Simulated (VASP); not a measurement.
# FeO (Wuestite) (Fm-3m) in VASP: notebook

FeO (Wuestite) is run at these levels: PBE, BLYP+D4, RPBE+D3(BJ); tasks: single point.

All numbers are computed with VASP 6.6.1; they aren't measurements. Logs are shortened: lines on timing, memory, paths and dates and some standing lists are left out, and cuts for length are marked.

**What was measured.**

“W\"ustite: Electric, thermodynamic and optical properties of FeO”, 2012, arxiv:1203.1201 quotes, for a bulk crystal of FeO: band gap 2.4 eV (optical).

The runs below are set against these values where they give the same quantity.

### 1 The cell of the first run

Symmetry: Fm-3m, No. 225, cubic system. The conventional cell has a = 4.311 Å, b = 4.311 Å, c = 4.311 Å, α = 90.00°, β = 90.00°, γ = 90.00°. Fe (site symmetry m-3m) has 6 O at 2.16 Å within 2.9 Å. Within 2.9 Å of O (site symmetry m-3m) lie 6 Fe at 2.16 Å.

### 2 Single point, PBE, collinear spin, ferromagnetic start

Input file INCAR:

```
SYSTEM = FeO
ALGO = Normal
EDIFF = 1E-6
ENCUT = 520
GGA = PE
ISIF = 2
ISMEAR = -1
ISPIN = 2
LASPH = .True.
LCHARG = .False.
LMAXMIX = 4
LORBIT = 11
LREAL = .False.
LWAVE = .False.
MAGMOM = 6 0
NBANDS = 18
NELM = 150
NUPDOWN = 6.0
PREC = Accurate
SIGMA = 0.05
```

Input file KPOINTS:

```
k-points
0
Gamma
  9 9 9
  0 0 0
```

Input file POSCAR:

```
FeO
1.0
    0.0000000000      2.1554000000      2.1554000000
    2.1554000000      0.0000000000      2.1554000000
    2.1554000000      2.1554000000      0.0000000000
Fe O
1 1
Direct
    0.0000000000      0.0000000000      0.0000000000
    0.5000000000      0.5000000000      0.5000000000
```

Potentials or basis: VASP PAW PBE potentials, release 64 (Fe, O).

Run with:

```bash
cat potpaw_PBE.64/Fe/POTCAR potpaw_PBE.64/O/POTCAR > POTCAR
mpirun -np 1 vasp_std > vasp.out
```

OUTCAR:

```text
SYSTEM = FeO
   EDIFF = 1E-6
   ENCUT = 520
   GGA = PE
   ISIF = 2
   ISMEAR = -1
   ISPIN = 2
   LASPH = .True.
   LORBIT = 11
   LREAL = .False.
   NELM = 150
   NUPDOWN = 6.0
   PREC = Accurate

 ion  position               nearest neighbor table
   1  0.000  0.000  0.000-   2 2.16   2 2.16   2 2.16   2 2.16   2 2.16   2 2.16
   2  0.500  0.500  0.500-   1 2.16   1 2.16   1 2.16   1 2.16   1 2.16   1 2.16

  LATTYP: Found a face centered cubic cell.
 ALAT       =     4.3108000000

  Lattice vectors:

 A1 = (   0.0000000000,   2.1554000000,   2.1554000000)
 A2 = (   2.1554000000,   0.0000000000,   2.1554000000)
 A3 = (   2.1554000000,   2.1554000000,   0.0000000000)

Analysis of symmetry for initial positions (statically):
=====================================================================
 Subroutine PRICEL returns:
 Original cell was already a primitive cell.

 Routine SETGRP: Setting up the symmetry group for a
 face centered cubic supercell.

 Subroutine GETGRP returns: Found 48 space group operations
 (whereof 48 operations were pure point group operations)
 out of a pool of 48 trial point group operations.

The static configuration has the point symmetry O_h .

Analysis of symmetry for dynamics (positions and initial velocities):
=====================================================================
 Subroutine PRICEL returns:
 Original cell was already a primitive cell.

 Routine SETGRP: Setting up the symmetry group for a
 face centered cubic supercell.

 Subroutine GETGRP returns: Found 48 space group operations
 (whereof 48 operations were pure point group operations)
 out of a pool of 48 trial point group operations.

The dynamic configuration has the point symmetry O_h .

Analysis of structural, dynamic, and magnetic symmetry:
=====================================================================
 Subroutine PRICEL returns:
 Original cell was already a primitive cell.

 Routine SETGRP: Setting up the symmetry group for a
 face centered cubic supercell.

 Subroutine GETGRP returns: Found 48 space group operations
 (whereof 48 operations were pure point group operations)
 out of a pool of 48 trial point group operations.

The overall configuration has the point symmetry O_h .

 Subroutine INISYM returns: Found 48 space group operations
 (whereof 48 operations are pure point group operations),
 and found     1 'primitive' translations

----------------------------------------------------------------------------------------

                                     Primitive cell

  volume of cell :      20.0269

  direct lattice vectors                    reciprocal lattice vectors
     0.000000000  2.155400000  2.155400000    -0.231975503  0.231975503  0.231975503
     2.155400000  0.000000000  2.155400000     0.231975503 -0.231975503  0.231975503
     2.155400000  2.155400000  0.000000000     0.231975503  0.231975503 -0.231975503

  length of vectors
     3.048195912  3.048195912  3.048195912     0.401793358  0.401793358  0.401793358

  position of ions in fractional coordinates (direct lattice)
     0.000000000  0.000000000  0.000000000
     0.500000000  0.500000000  0.500000000

  ion indices of the primitive-cell ions
   primitive index   ion index
                 1           1
                 2           2

----------------------------------------------------------------------------------------

 KPOINTS: k-points

Automatic generation of k-mesh.
 Grid dimensions read from file:
 generate k-points for:    9    9    9

 Generating k-lattice:

  Cartesian coordinates                     Fractional coordinates (reciprocal lattice)
    -0.025775056  0.025775056  0.025775056     0.111111111  0.000000000  0.000000000
     0.025775056 -0.025775056  0.025775056     0.000000000  0.111111111  0.000000000
     0.025775056  0.025775056 -0.025775056     0.000000000  0.000000000  0.111111111

  Length of vectors
     0.044643706  0.044643706  0.044643706

  Shift w.r.t. Gamma in fractional coordinates (k-lattice)
     0.000000000  0.000000000  0.000000000

 Subroutine IBZKPT returns following result:
 ===========================================

 Found     35 irreducible k-points:

 Following reciprocal coordinates:
            Coordinates               Weight
  0.000000  0.000000  0.000000      1.000000
  0.111111  0.000000  0.000000      8.000000
  0.222222  0.000000  0.000000      8.000000
  0.333333  0.000000  0.000000      8.000000
  0.444444  0.000000  0.000000      8.000000
  0.111111  0.111111  0.000000      6.000000
[... 16 lines left out ...]
 -0.333333  0.333333  0.000000     12.000000
  0.444444  0.444444  0.000000      6.000000
 [... further k-points ...]
   k-points           NKPTS =     35   k-points in BZ     NKDIM =     35   number of bands    NBANDS=     18
   number of dos      NEDOS =    301   number of ions     NIONS =      2
   total plane-waves  NPLWV =  13824
   dimension x,y,z NGX =    24 NGY =   24 NGZ =   24
   dimension x,y,z NGXF=    48 NGYF=   48 NGZF=   48
   ions per type =               1   1
   NGX,Y,Z   is equivalent  to a cutoff of  13.09, 13.09, 13.09 a.u.
   NGXF,Y,Z  is equivalent  to a cutoff of  26.18, 26.18, 26.18 a.u.
 SYSTEM =  FeO
   PREC   = accura    normal or accurate (medium, high low for compatibility)
   ISTART =      0    job   : 0-new  1-cont  2-samecut
   ICHARG =      2    charge: 1-file 2-atom 10-const
   ISPIN  =      2    spin polarized calculation?
   LNONCOLLINEAR =      F non collinear calculations
   LSORBIT =      F    spin-orbit coupling
   LASPH  =      T    aspherical Exc in radial PAW
   ENCUT  =  520.0 eV  38.22 Ry    6.18 a.u.   5.67  5.67  5.67*2*pi/ulx,y,z
   NELM   =    150;   NELMIN=  2; NELMDL= -5     # of ELM steps
   EDIFF  = 0.1E-05   stopping-criterion for ELM
   LREAL  =      F    real-space projection
   EDIFFG = 0.1E-04   stopping-criterion for IOM
   NSW    =      0    number of steps for IOM
   IBRION =     -1    ionic relax: 0-MD 1-quasi-New 2-CG
   NFREE  =      0    steps in history (QN), initial steepest desc. (CG)
   ISIF   =      2    stress and relaxation
   ISYM   =      2    0-nonsym 1-usesym 2-fastsym
   POTIM  = 0.5000    time-step for ionic-motion
   TEBEG  =    0.0;   TEEND  =   0.0 temperature during run
   PSTRESS=    0.0 pullay stress
   NELECT =      14.0000    total number of electrons
   NUPDOWN=       6.0000    fix difference up-down
   EMIN   =  10.00;   EMAX   =-10.00  energy-range for DOS
   EFERMI =   0.00;   METHOD = LEGACY
   ISMEAR =    -1;   SIGMA  =   0.05  broadening in eV -4-tet -1-fermi 0-gaus
   EFERMI_NEDOS =   21; number of points for ismear=-14 and -15
   IALGO  =     38    algorithm
   IMIX   =      4    mixing-type and parameters
     AMIX     =   0.40;   BMIX     =  1.00
     AMIX_MAG =   1.60;   BMIX_MAG =  1.00
  volume/ion in A,a.u.               =      10.01        67.57
  Fermi-wavevector in a.u.,A,eV,Ry     =   1.452935  2.745650 28.722187  2.111021
  Thomas-Fermi vector in A             =   2.570260
   LORBIT       =     11    0 simple, 1 ext, 2 COOP (PROOUT), +10 PAW based schemes
   GGA     = PE    functional components
   LHFCALC =     F    Hartree Fock is set to
   AEXX    =    0.0000 exact exchange contribution
   IVDW    =     0    specifies the selected vdW correction
   LEPSILON=     F    determine dielectric tensor
   LRPA    =     F    only Hartree local field effects (RPA)
 spin polarized calculation
  energy-cutoff  :      520.00
  volume of cell :       20.03
 maximum number of plane-waves:       556
   NGX = 11   NGY = 11   NGZ = 11

 number of electron      13.9999999 magnetization       6.0000000

 Free energy of the ion-electron system (eV)
  ---------------------------------------------------
  ext. energy  EPLUGINS =         0.00000000
  ---------------------------------------------------
  free energy    TOTEN  =        -9.02612025 eV

  energy without entropy =       -9.02466568  energy(sigma->0) =       -9.02539296

 E-fermi :   3.4210     XC(G=0): -12.2787

 val. band max:       12.7948061447   @ k =  -0.3333   0.3333   0.0000
 cond. band min:       3.4230626611   @ k =   0.4444   0.4444   0.0000
 fundamental gap:     -9.3717434836
 Fermi energy:        12.9258748467

 spin component 1

 k-point     1 :       0.0000    0.0000    0.0000
  band No.  band energies     occupation
      1     -14.8666      1.00000
      2      -0.2039      1.00000
      3      -0.2039      1.00000
      4      -0.2039      1.00000
      5       0.2676      1.00000
      6       0.2676      1.00000
[... 10 lines left out ...]
     17      25.8129      0.00000
     18      29.1146      0.00000

 k-point     2 :       0.1111    0.0000    0.0000
  band No.  band energies     occupation
      1     -14.7442      1.00000
      2      -0.4350      1.00000
      3      -0.2788      1.00000
      4      -0.2788      1.00000
      5       0.0202      1.00000
      6       0.0202      1.00000
[... 10 lines left out ...]
     17      27.2497      0.00000
     18      30.8406      0.00000

 k-point     3 :       0.2222    0.0000    0.0000
  band No.  band energies     occupation
      1     -14.4174      1.00000
      2      -1.3512      1.00000
      3      -0.8507      1.00000
      4      -0.8507      1.00000
      5       0.1179      1.00000
      6       0.1179      1.00000
[... 10 lines left out ...]
     17      30.2122      0.00000
     18      33.3086      0.00000

 k-point     4 :       0.3333    0.0000    0.0000
  band No.  band energies     occupation
      1     -14.0087      1.00000
      2      -2.4981      1.00000
      3      -1.3702      1.00000
      4      -1.3702      1.00000
      5       0.3209      1.00000
      6       0.3209      1.00000
[... 375 lines left out ...]
      4      -0.8309      1.00000
      5       0.2763      1.00000
      6       0.5738      1.00000
[... 10 lines left out ...]
     17      33.0250      0.00000
     18      34.7543      0.00000

 k-point    23 :      -0.3333    0.3333    0.0000
  band No.  band energies     occupation
      1     -13.6222      1.00000
      2      -2.1964      1.00000
      3      -1.5487      1.00000
      4      -1.2633      1.00000
      5       0.4494      1.00000
      6       0.4661      1.00000
[... 10 lines left out ...]
     17      33.0700      0.00000
     18      34.7518      0.00000

 k-point    24 :       0.4444    0.4444    0.0000
  band No.  band energies     occupation
      1     -13.7447      1.00000
      2      -1.7165      1.00000
      3      -0.8841      1.00000
      4       0.4387      1.00000
      5       0.4387      1.00000
      6       0.5793      1.00000
[... 10 lines left out ...]
     17      35.7171      0.00000
     18      35.7171      0.00000

 [... further k-points ...]

 spin component 2

 k-point     1 :       0.0000    0.0000    0.0000
  band No.  band energies     occupation
      1     -13.3221      1.00000
      2       3.6320      0.01448
      3       3.6320      0.01448
      4       3.6320      0.01448
      5       4.3886      0.00000
      6       4.3886      0.00000
[... 10 lines left out ...]
     17      28.6100      0.00000
     18      30.8842      0.00000

 k-point     2 :       0.1111    0.0000    0.0000
  band No.  band energies     occupation
      1     -13.1985      1.00000
      2       2.6054      1.00000
      3       2.9224      0.99995
      4       2.9225      0.99995
      5       4.4999      0.00000
      6       4.5001      0.00000
[... 10 lines left out ...]
     17      29.7635      0.00000
     18      32.9404      0.00000

 k-point     3 :       0.2222    0.0000    0.0000
  band No.  band energies     occupation
      1     -12.8681      1.00000
      2       1.0083      1.00000
      3       2.0607      1.00000
      4       2.0608      1.00000
      5       4.7452      0.00000
      6       4.7454      0.00000
[... 10 lines left out ...]
     17      32.5605      0.00000
     18      35.4214      0.00000

 k-point     4 :       0.3333    0.0000    0.0000
  band No.  band energies     occupation
      1     -12.4547      1.00000
      2      -0.3742      1.00000
      3       1.4262      1.00000
      4       1.4263      1.00000
      5       5.0369      0.00000
      6       5.0371      0.00000
[... 375 lines left out ...]
      4       1.6923      1.00000
      5       4.4090      0.00000
      6       5.4324      0.00000
[... 10 lines left out ...]
     17      35.0345      0.00000
     18      36.2316      0.00000

 k-point    23 :      -0.3333    0.3333    0.0000
  band No.  band energies     occupation
      1     -12.0471      1.00000
      2      -0.0212      1.00000
      3       0.5391      1.00000
      4       1.3311      1.00000
      5       4.8891      0.00000
      6       5.3031      0.00000
[... 10 lines left out ...]
     17      34.7391      0.00000
     18      36.3716      0.00000

 k-point    24 :       0.4444    0.4444    0.0000
  band No.  band energies     occupation
      1     -12.1617      1.00000
      2      -0.0725      1.00000
      3       2.4176      1.00000
      4       2.4176      1.00000
      5       3.4231      0.48977
      6       4.9765      0.00000
[... 10 lines left out ...]
     17      36.7276      0.00000
     18      36.7276      0.00000

 [... further k-points ...]
[... 5 lines left out ...]
  --------------------------------------------------------------------------------------
  -------------------------------------------------------------------------------------
  Total        6.8572331      6.8572331      6.8572331      0.0000000     -0.0000000     -0.0000000
  in kB      548.5874488    548.5874488    548.5874488      0.0000000     -0.0000000     -0.0000000
  external PRESSURE =     548.5874488 kB  Pullay stress =       0.0000000 kB

 VOLUME and BASIS-vectors are now :
 -----------------------------------------------------------------------------
  energy-cutoff  :      520.00
  volume of cell :       20.03
      direct lattice vectors                 reciprocal lattice vectors
     0.000000000  2.155400000  2.155400000    -0.231975503  0.231975503  0.231975503
     2.155400000  0.000000000  2.155400000     0.231975503 -0.231975503  0.231975503
     2.155400000  2.155400000  0.000000000     0.231975503  0.231975503 -0.231975503

 POSITION                                       TOTAL-FORCE (eV/Angst)
 -----------------------------------------------------------------------------------
      0.00000      0.00000      0.00000        -0.000000      0.000000     -0.000000
      2.15540      2.15540      2.15540         0.000000     -0.000000      0.000000
 -----------------------------------------------------------------------------------
    total drift:                                0.000000     -0.000000      0.000000

  FREE ENERGIE OF THE ION-ELECTRON SYSTEM (eV)
  ---------------------------------------------------
  free  energy   TOTEN  =        -9.0261202493 eV

  energy  without entropy=       -9.0246656777  energy(sigma->0) =       -9.02539296

 total charge

# of ion       s       p       d       tot
------------------------------------------
    1        0.502   0.498   5.575   6.575
    2        1.621   3.343   0.000   4.964
--------------------------------------------------
tot          2.123   3.840   5.575  11.538

 magnetization (x)

# of ion       s       p       d       tot
------------------------------------------
    1        0.255   0.174   4.183   4.611
    2        0.111   0.717   0.000   0.827
--------------------------------------------------
tot          0.366   0.890   4.183   5.439
```

It took 45 s on 1 thread of Intel Xeon 8259CL, shared host; peak memory 0.16 GiB.

What came out:

```
Free energy                                           : -9.0261 eV
Pressure                                              : 54.9 GPa
Net moment                                            : 6.00 μB per cell
Site moments                                          : Fe +4.61; O +0.83 μB
Valence electrons inside the program's atomic spheres : Fe 6.58; O 4.96
```

Caveat: the total moment is fixed, so each spin has its own Fermi level; a cell with one magnetic atom can't hold antiferromagnetic order, which such compounds often take.

[end of part 1 of 2]
